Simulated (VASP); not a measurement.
# Co (Cmce) in VASP: notebook

Runs on Co. Level: r2SCAN. Tasks: single point.

Program: VASP 6.6.1. These are calculated values, not measurements. Logs are shortened: lines on timing, memory, paths and dates and some standing lists are left out, and cuts for length are marked.

### Step 1. The cell of the first run

The structure is orthorhombic, space group Cmce (No. 64). The conventional cell has a = 3.776 Å, b = 6.400 Å, c = 3.781 Å, α = 90.00°, β = 90.00°, γ = 90.00°. Co (site symmetry m) has 7 Co at 2.04 to 2.34 Å within 2.7 Å.

### Step 2. Single point, r2SCAN, collinear spin, ferromagnetic start

Contents of POSCAR:

```
Co
1.0
    1.8880756888     -3.1999381528      0.0000000000
    1.8880756888      3.1999381528      0.0000000000
    0.0000000000      0.0000000000      3.7811743028
Co
4
Direct
    0.1525000000      0.8475000000      0.0785000000
    0.6525000000      0.3475000000      0.4215000000
    0.8475000000      0.1525000000      0.9215000000
    0.3475000000      0.6525000000      0.5785000000
```

Contents of INCAR.step1:

```
SYSTEM = Co
ALGO = Normal
EDIFF = 1E-4
ENCUT = 520
GGA = PE
ISMEAR = 0
ISPIN = 2
LASPH = .TRUE.
LCHARG = .FALSE.
LMAXMIX = 4
LREAL = .FALSE.
LWAVE = .TRUE.
MAGMOM = 3 3 3 3
NBANDS = 30
NELM = 150
PREC = Accurate
SIGMA = 0.1
```

Contents of INCAR.step2:

```
SYSTEM = Co
ALGO = Normal
EDIFF = 1E-6
ENCUT = 520
ISIF = 2
ISMEAR = 0
ISPIN = 2
ISTART = 1
LASPH = .TRUE.
LCHARG = .FALSE.
LMAXMIX = 4
LMIXTAU = .TRUE.
LORBIT = 11
LREAL = .FALSE.
LWAVE = .FALSE.
MAGMOM = 3 3 3 3
METAGGA = R2SCAN
NBANDS = 30
NELM = 150
PREC = Accurate
SIGMA = 0.1
```

Contents of KPOINTS:

```
k-points
0
G
  6 6 6
  0 0 0
```

Potentials or basis: VASP PAW PBE potentials, release 64 (Co).

The run is started by

```sh
> cat potpaw_PBE.64/Co/POTCAR > POTCAR
> cp INCAR.step1 INCAR
> mpirun -np 1 vasp_std > vasp.out
> cp INCAR.step2 INCAR
> mpirun -np 1 vasp_std > vasp.out
```

OUTCAR:

```text
SYSTEM = Co
   EDIFF = 1E-6
   ENCUT = 520
   ISIF = 2
   ISMEAR = 0
   ISPIN = 2
   ISTART = 1
   LASPH = .TRUE.
   LORBIT = 11
   LREAL = .FALSE.
   METAGGA = R2SCAN
   NELM = 150
   PREC = Accurate

 ion  position               nearest neighbor table
   1  0.153  0.847  0.078-   3 2.04   4 2.27   4 2.27   2 2.29   2 2.29   3 2.34   3 2.34   2 3.12
                             2 3.12
   2  0.653  0.347  0.422-   4 2.04   3 2.27   3 2.27   1 2.29   1 2.29   4 2.34   4 2.34   1 3.12
                             1 3.12
   3  0.847  0.153  0.922-   1 2.04   2 2.27   2 2.27   4 2.29   4 2.29   1 2.34   1 2.34   4 3.12
                             4 3.12
   4  0.347  0.653  0.578-   2 2.04   1 2.27   1 2.27   3 2.29   3 2.29   2 2.34   2 2.34   3 3.12
                             3 3.12

  LATTYP: Found a base centered orthorhombic cell.
 ALAT       =     3.7761513776
 B/A-ratio  =     1.6948145521
 C/A-ratio  =     1.0013301705

  Lattice vectors:

 A1 = (   1.8880756888,  -3.1999381528,   0.0000000000)
 A2 = (   1.8880756888,   3.1999381528,   0.0000000000)
 A3 = (   0.0000000000,   0.0000000000,   3.7811743028)

Analysis of symmetry for initial positions (statically):
=====================================================================
 Subroutine PRICEL returns:
 Original cell was already a primitive cell.

 Routine SETGRP: Setting up the symmetry group for a
 base centered orthorhombic supercell.

 Subroutine GETGRP returns: Found  8 space group operations
 (whereof  4 operations were pure point group operations)
 out of a pool of  8 trial point group operations.

The static configuration has the point symmetry C_2h.
 The point group associated with its full space group is D_2h.

Analysis of symmetry for dynamics (positions and initial velocities):
=====================================================================
 Subroutine PRICEL returns:
 Original cell was already a primitive cell.

 Routine SETGRP: Setting up the symmetry group for a
 base centered orthorhombic supercell.

 Subroutine GETGRP returns: Found  8 space group operations
 (whereof  4 operations were pure point group operations)
 out of a pool of  8 trial point group operations.

The dynamic configuration has the point symmetry C_2h.
 The point group associated with its full space group is D_2h.

Analysis of structural, dynamic, and magnetic symmetry:
=====================================================================
 Subroutine PRICEL returns:
 Original cell was already a primitive cell.

 Routine SETGRP: Setting up the symmetry group for a
 base centered orthorhombic supercell.

 Subroutine GETGRP returns: Found  8 space group operations
 (whereof  4 operations were pure point group operations)
 out of a pool of  8 trial point group operations.

The overall configuration has the point symmetry C_2h.
 The point group associated with its full space group is D_2h.

 Subroutine INISYM returns: Found  8 space group operations
 (whereof  4 operations are pure point group operations),
 and found     1 'primitive' translations

----------------------------------------------------------------------------------------

                                     Primitive cell

  volume of cell :      45.6896

  direct lattice vectors                    reciprocal lattice vectors
     1.888075689 -3.199938153  0.000000000     0.264819892 -0.156253020  0.000000000
     1.888075689  3.199938153  0.000000000     0.264819892  0.156253020  0.000000000
     0.000000000  0.000000000  3.781174303     0.000000000  0.000000000  0.264468104

  length of vectors
     3.715431871  3.715431871  3.781174303     0.307481026  0.307481026  0.264468104

  position of ions in fractional coordinates (direct lattice)
     0.152500000  0.847500000  0.078500000
     0.652500000  0.347500000  0.421500000
     0.847500000  0.152500000  0.921500000
     0.347500000  0.652500000  0.578500000

  ion indices of the primitive-cell ions
   primitive index   ion index
                 1           1
                 2           2
                 3           3
                 4           4

----------------------------------------------------------------------------------------

 KPOINTS: k-points

Automatic generation of k-mesh.
 Grid dimensions read from file:
 generate k-points for:    6    6    6

 Generating k-lattice:

  Cartesian coordinates                     Fractional coordinates (reciprocal lattice)
     0.044136649 -0.026042170  0.000000000     0.166666667  0.000000000  0.000000000
     0.044136649  0.026042170  0.000000000     0.000000000  0.166666667  0.000000000
     0.000000000  0.000000000  0.044078017     0.000000000  0.000000000  0.166666667

  Length of vectors
     0.051246838  0.051246838  0.044078017

  Shift w.r.t. Gamma in fractional coordinates (k-lattice)
     0.000000000  0.000000000  0.000000000

 Subroutine IBZKPT returns following result:
 ===========================================

 Found     52 irreducible k-points:

 Following reciprocal coordinates:
            Coordinates               Weight
  0.000000  0.000000  0.000000      1.000000
  0.166667  0.000000  0.000000      4.000000
  0.333333  0.000000  0.000000      4.000000
  0.500000  0.000000  0.000000      2.000000
  0.166667  0.166667  0.000000      2.000000
  0.333333  0.166667  0.000000      4.000000
[... 16 lines left out ...]
  0.333333  0.333333  0.166667      4.000000
  0.500000  0.333333  0.166667      8.000000
 [... further k-points ...]
   k-points           NKPTS =     52   k-points in BZ     NKDIM =     52   number of bands    NBANDS=     30
   number of dos      NEDOS =    301   number of ions     NIONS =      4
   total plane-waves  NPLWV =  21952
   dimension x,y,z NGX =    28 NGY =   28 NGZ =   28
   dimension x,y,z NGXF=    56 NGYF=   56 NGZF=   56
   ions per type =               4
   NGX,Y,Z   is equivalent  to a cutoff of  12.53, 12.53, 12.31 a.u.
   NGXF,Y,Z  is equivalent  to a cutoff of  25.06, 25.06, 24.62 a.u.
 SYSTEM =  Co
   PREC   = accura    normal or accurate (medium, high low for compatibility)
   ISTART =      1    job   : 0-new  1-cont  2-samecut
   ICHARG =      0    charge: 1-file 2-atom 10-const
   ISPIN  =      2    spin polarized calculation?
   LNONCOLLINEAR =      F non collinear calculations
   LSORBIT =      F    spin-orbit coupling
   LASPH  =      T    aspherical Exc in radial PAW
   ENCUT  =  520.0 eV  38.22 Ry    6.18 a.u.   6.91  6.91  7.03*2*pi/ulx,y,z
   NELM   =    150;   NELMIN=  2; NELMDL=  0     # of ELM steps
   EDIFF  = 0.1E-05   stopping-criterion for ELM
   LREAL  =      F    real-space projection
   EDIFFG = 0.1E-04   stopping-criterion for IOM
   NSW    =      0    number of steps for IOM
   IBRION =     -1    ionic relax: 0-MD 1-quasi-New 2-CG
   NFREE  =      0    steps in history (QN), initial steepest desc. (CG)
   ISIF   =      2    stress and relaxation
   ISYM   =      2    0-nonsym 1-usesym 2-fastsym
   POTIM  = 0.5000    time-step for ionic-motion
   TEBEG  =    0.0;   TEEND  =   0.0 temperature during run
   PSTRESS=    0.0 pullay stress
   NELECT =      36.0000    total number of electrons
   NUPDOWN=      -1.0000    fix difference up-down
   EMIN   =  10.00;   EMAX   =-10.00  energy-range for DOS
   EFERMI =   0.00;   METHOD = LEGACY
   ISMEAR =     0;   SIGMA  =   0.10  broadening in eV -4-tet -1-fermi 0-gaus
   EFERMI_NEDOS =   21; number of points for ismear=-14 and -15
   IALGO  =     38    algorithm
   IMIX   =      4    mixing-type and parameters
     AMIX     =   0.40;   BMIX     =  1.00
     AMIX_MAG =   1.60;   BMIX_MAG =  1.00
  volume/ion in A,a.u.               =      11.42        77.08
  Fermi-wavevector in a.u.,A,eV,Ry     =   1.512063  2.857384 31.107453  2.286333
  Thomas-Fermi vector in A             =   2.622037
   LORBIT       =     11    0 simple, 1 ext, 2 COOP (PROOUT), +10 PAW based schemes
   METAGGA = R2SCAN    functional components
   LHFCALC =     F    Hartree Fock is set to
   AEXX    =    0.0000 exact exchange contribution
   IVDW    =     0    specifies the selected vdW correction
   LEPSILON=     F    determine dielectric tensor
   LRPA    =     F    only Hartree local field effects (RPA)
 spin polarized calculation
 Gauss-broadening in eV      SIGMA  =   0.10
  energy-cutoff  :      520.00
  volume of cell :       45.69
 maximum number of plane-waves:      1242
   NGX = 13   NGY = 13   NGZ = 15

 number of electron      36.0000001 magnetization       7.2635284

 Free energy of the ion-electron system (eV)
  ---------------------------------------------------
  ext. energy  EPLUGINS =         0.00000000
  ---------------------------------------------------
  free energy    TOTEN  =       -49.71747878 eV

  energy without entropy =      -49.69981685  energy(sigma->0) =      -49.70864781

 E-fermi :   9.7891     XC(G=0): -14.0313

 val. band max:        9.7852375118   @ k =  -0.3333   0.1667   0.3333
 cond. band min:       9.7965154287   @ k =   0.5000   0.3333   0.0000
 fundamental gap:      0.0112779168
 Fermi energy:         9.7891286797

 spin component 1

 k-point     1 :       0.0000    0.0000    0.0000
  band No.  band energies     occupation
      1       0.6850      1.00000
      2       4.1745      1.00000
      3       4.3467      1.00000
      4       4.4917      1.00000
      5       5.0742      1.00000
      6       5.1286      1.00000
[... 22 lines left out ...]
     29      21.2742      0.00000
     30      27.3640      0.00000

 k-point     2 :       0.1667    0.0000    0.0000
  band No.  band energies     occupation
      1       1.1256      1.00000
      2       4.1015      1.00000
      3       4.2931      1.00000
      4       4.8515      1.00000
      5       5.0664      1.00000
      6       5.2532      1.00000
[... 22 lines left out ...]
     29      23.1621      0.00000
     30      25.1166      0.00000

 k-point     3 :       0.3333    0.0000    0.0000
  band No.  band energies     occupation
      1       2.3571      1.00000
      2       4.0803      1.00000
      3       4.6061      1.00000
      4       4.8193      1.00000
      5       5.0189      1.00000
      6       5.0582      1.00000
[... 682 lines left out ...]
     29      23.4359      0.00000
     30      23.7030      0.00000

 k-point    24 :       0.5000    0.3333    0.1667
  band No.  band energies     occupation
      1       3.4711      1.00000
      2       4.0225      1.00000
      3       4.2039      1.00000
      4       4.3905      1.00000
      5       4.7258      1.00000
      6       4.9242      1.00000
[... 22 lines left out ...]
     29      23.4211      0.00000
     30      23.9815      0.00000

 [... further k-points ...]

 spin component 2

 k-point     1 :       0.0000    0.0000    0.0000
  band No.  band energies     occupation
      1       0.4777      1.00000
      2       6.1235      1.00000
      3       6.3051      1.00000
      4       6.5215      1.00000
      5       6.8388      1.00000
      6       7.0768      1.00000
[... 22 lines left out ...]
     29      22.4029      0.00000
     30      28.0509      0.00000

 k-point     2 :       0.1667    0.0000    0.0000
  band No.  band energies     occupation
      1       0.9274      1.00000
      2       5.9487      1.00000
      3       6.4241      1.00000
      4       6.6297      1.00000
      5       6.8328      1.00000
      6       7.1242      1.00000
[... 22 lines left out ...]
     29      23.9489      0.00000
     30      25.8782      0.00000

 k-point     3 :       0.3333    0.0000    0.0000
  band No.  band energies     occupation
      1       2.2106      1.00000
      2       5.8042      1.00000
      3       5.9703      1.00000
      4       6.6012      1.00000
      5       6.7643      1.00000
      6       6.9514      1.00000
[... 682 lines left out ...]
     29      24.0931      0.00000
     30      24.5810      0.00000

 k-point    24 :       0.5000    0.3333    0.1667
  band No.  band energies     occupation
      1       3.5594      1.00000
      2       5.2914      1.00000
      3       5.7742      1.00000
      4       6.1162      1.00000
      5       6.5029      1.00000
      6       6.6038      1.00000
[... 22 lines left out ...]
     29      24.1816      0.00000
     30      24.6738      0.00000

 [... further k-points ...]
[... 5 lines left out ...]
  --------------------------------------------------------------------------------------
  -------------------------------------------------------------------------------------
  Total        4.8841379     11.6913983      5.8893190      0.0000000      0.0000000      0.0000000
  in kB      171.2698135    409.9768755    206.5180354      0.0000000      0.0000000      0.0000000
  external PRESSURE =     262.5882415 kB  Pullay stress =       0.0000000 kB

 VOLUME and BASIS-vectors are now :
 -----------------------------------------------------------------------------
  energy-cutoff  :      520.00
  volume of cell :       45.69
      direct lattice vectors                 reciprocal lattice vectors
     1.888075689 -3.199938153  0.000000000     0.264819892 -0.156253020  0.000000000
     1.888075689  3.199938153  0.000000000     0.264819892  0.156253020  0.000000000
     0.000000000  0.000000000  3.781174303     0.000000000  0.000000000  0.264468104

 POSITION                                       TOTAL-FORCE (eV/Angst)
 -----------------------------------------------------------------------------------
      1.88808      2.22396      0.29682         0.000000     -0.895201     -0.006762
      1.88808     -0.97598      1.59376         0.000000     -0.895201      0.006762
      1.88808     -2.22396      3.48435         0.000000      0.895201      0.006762
      1.88808      0.97598      2.18741         0.000000      0.895201     -0.006762
 -----------------------------------------------------------------------------------
    total drift:                                0.000000      0.000000     -0.000000

  FREE ENERGIE OF THE ION-ELECTRON SYSTEM (eV)
  ---------------------------------------------------
  free  energy   TOTEN  =       -49.7174787819 eV

  energy  without entropy=      -49.6998168470  energy(sigma->0) =      -49.70864781

 total charge

# of ion       s       p       d       tot
------------------------------------------
    1        0.586   0.573   7.362   8.521
    2        0.586   0.573   7.362   8.521
    3        0.586   0.573   7.362   8.521
    4        0.586   0.573   7.362   8.521
--------------------------------------------------
tot          2.344   2.291  29.449  34.083

 magnetization (x)

# of ion       s       p       d       tot
------------------------------------------
    1       -0.012  -0.044   1.873   1.817
    2       -0.012  -0.044   1.873   1.817
    3       -0.012  -0.044   1.873   1.817
    4       -0.012  -0.044   1.873   1.817
--------------------------------------------------
tot         -0.047  -0.175   7.491   7.269
```

Wall time 5.7 min (1 thread of AMD EPYC 7R13 (Zen 3), shared host); peak memory 0.2 GiB.

What came out:

```
Free energy                                           : -49.7175 eV
Pressure                                              : 26.3 GPa
Largest force                                         : 0.895 eV/Å
Net moment                                            : 7.26 μB per cell
Site moments                                          : Co +1.82 μB
Valence electrons inside the program's atomic spheres : Co 8.52
```

Forces on the atoms (eV/Å):
```
Co   0.000 -0.895 -0.007
Co   0.000 -0.895  0.007
Co   0.000  0.895  0.007
Co   0.000  0.895 -0.007
```

Caveat: the PAW data sets were made with another functional, which shifts forces and pressure a little.

### Step 3. Single point, r2SCAN, collinear spin, ferromagnetic start

This run uses another cell than the first one, of 11.37 Å³/atom, 0.996 times its volume.

Contents of POSCAR:

```
Co
1.0
    2.3371579601     -1.5446826214      0.0000000000
    2.3371579601      1.5446826214      0.0000000000
    0.0000000000      0.0000000000      6.3011453754
Co
4
Direct
    0.8500000000      0.1500000000      0.1170000000
    0.6500000000      0.3500000000      0.6170000000
    0.1500000000      0.8500000000      0.8830000000
    0.3500000000      0.6500000000      0.3830000000
```

Contents of INCAR.step1:

```
SYSTEM = Co
PREC = Accurate ; ENCUT = 520
ISMEAR = 0 ; SIGMA = 0.1
LREAL = .FALSE. ; LASPH = .TRUE.
NELM = 150 ; ISPIN = 2
MAGMOM = 3 3 3 3 ; LMAXMIX = 4
NBANDS = 30 ; GGA = PE
ALGO = Normal ; EDIFF = 1E-4
LWAVE = .TRUE. ; LCHARG = .FALSE.
```

Contents of INCAR.step2:

```
SYSTEM = Co
PREC = Accurate ; ENCUT = 520
EDIFF = 1E-6 ; ISMEAR = 0
SIGMA = 0.1 ; LREAL = .FALSE.
LASPH = .TRUE. ; NELM = 150
ALGO = Normal ; ISIF = 2
LWAVE = .FALSE. ; LCHARG = .FALSE.
ISPIN = 2 ; MAGMOM = 3 3 3 3
LORBIT = 11 ; LMAXMIX = 4
METAGGA = R2SCAN ; LMIXTAU = .TRUE.
NBANDS = 30 ; ISTART = 1
```

Contents of KPOINTS:

```
Automatic mesh
0
G
  8 8 4
  0 0 0
```

Potentials or basis: VASP PAW PBE potentials, release 64 (Co).

The run is started by

```sh
> cat potpaw_PBE.64/Co/POTCAR > POTCAR
> cp INCAR.step1 INCAR
> mpirun -np 1 vasp_std > vasp.out
> cp INCAR.step2 INCAR
> mpirun -np 1 vasp_std > vasp.out
```

It took 4.5 min on 1 thread of Intel Xeon 6975P-C (Granite Rapids), shared host; peak memory 0.27 GiB.

Results (log left out):

```yaml
Free_energy: -47.2531 eV
Pressure: 32.9 GPa
Largest_force: 8.548 eV/Å
Net_moment: 7.23 μB per cell
Site_moments: Co +1.82 μB
Valence_electrons_inside_the_program's_atomic_spheres: Co 8.52
```

Forces on the atoms (eV/Å):
```
Co   0.000  5.323  6.688
Co   0.000 -5.323  6.688
Co   0.000 -5.323 -6.688
Co   0.000  5.323 -6.688
```

Stress tensor (GPa, compression positive):
```
-33.26   0.00   0.00
  0.00  38.18   0.00
  0.00   0.00  93.84
```

Levels at points of the mesh, in eV from the Fermi level:
Spin up:
| k point | band 18 | band 19 | band 20 | band 21 | band 22 | band 23 | band 24 | band 25 | band 26 | band 27 |
| --- | --- | --- | --- | --- | --- | --- | --- | --- | --- | --- |
| (0.00, 0.00, 0.00) | -1.85 | -1.84 | -1.81 | -1.79 | -0.91 | 0.03 | 5.94 | 12.19 | 14.77 | 15.36 |
| (0.50, 0.00, 0.00) | -1.64 | -1.47 | -1.47 | -0.61 | -0.61 | 1.09 | 1.09 | 5.60 | 5.60 | 12.77 |
| (0.50, 0.50, 0.00) | -1.48 | -1.26 | -0.85 | -0.04 | 2.65 | 3.94 | 4.54 | 5.03 | 5.27 | 7.95 |
| (0.00, 0.00, 0.50) | -1.83 | -1.70 | -1.70 | -1.13 | -1.13 | 1.69 | 1.69 | 15.35 | 15.35 | 16.00 |
| (0.50, 0.00, 0.50) | -1.80 | -1.75 | -1.75 | -1.04 | -1.04 | 0.91 | 0.91 | 7.76 | 7.76 | 9.81 |
| (0.50, 0.50, 0.50) | -1.86 | -0.88 | -0.88 | 0.87 | 0.87 | 3.06 | 3.06 | 8.66 | 8.66 | 9.07 |
Spin down:
| k point | band 12 | band 13 | band 14 | band 15 | band 16 | band 17 |
| --- | --- | --- | --- | --- | --- | --- |
| (0.00, 0.00, 0.00) | -1.20 | -0.74 | -0.61 | -0.59 | -0.10 | 0.35 |
| (0.50, 0.00, 0.00) | -0.93 | -0.30 | -0.30 | 0.18 | 0.18 | 0.64 |
| (0.50, 0.50, 0.00) | -0.89 | 0.04 | 0.34 | 0.64 | 0.85 | 0.94 |
| (0.00, 0.00, 0.50) | -0.96 | -0.25 | -0.25 | 0.22 | 0.22 | 0.71 |
| (0.50, 0.00, 0.50) | -0.91 | -0.80 | -0.80 | 0.35 | 0.35 | 0.43 |
| (0.50, 0.50, 0.50) | -0.26 | 0.55 | 0.55 | 0.86 | 0.86 | 1.09 |

Caveat: the PAW data sets were made with another functional, which shifts forces and pressure a little.
